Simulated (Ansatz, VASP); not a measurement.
# Two plane-wave programs on Mo

```xyz
1
Lattice="-1.5638 1.5638 1.5638 1.5638 -1.5638 1.5638 1.5638 1.5638 -1.5638" Properties=species:S:1:pos:R:3 pbc="T T T"
Mo    0.0000    0.0000    0.0000
```

Alike in both runs: task relaxation of cell and atoms; functional PBEsol; k mesh 18 × 18 × 18; occupations gaussian, width 0.1 eV; no spin polarisation.

|  | VASP | Ansatz |
| --- | --- | --- |
| version | VASP 6.6.1 | Ansatz 0.2.0 |
| potentials or method | VASP PAW PBE potentials, release 64 (Mo_sv), cutoff 600 eV | scalar-relativistic, plane waves, PAW |
| valence electrons in the cell | 14 | 14 |

|  | VASP | Ansatz | Ansatz less VASP |
| --- | --- | --- | --- |
| gap on the k mesh at the Fermi level, each at its own relaxed structure (eV) | none | none | - |
| relaxed volume (Å³/atom) | 15.35 | 15.32 | -0.024 |
| relaxed cell length with the largest relative difference (Å) | 2.712 | 2.710 | -0.0014 |

VASP's potentials were made for PBE, not for PBEsol. A gap of «none» marks a metal or a gap that the smearing closes.
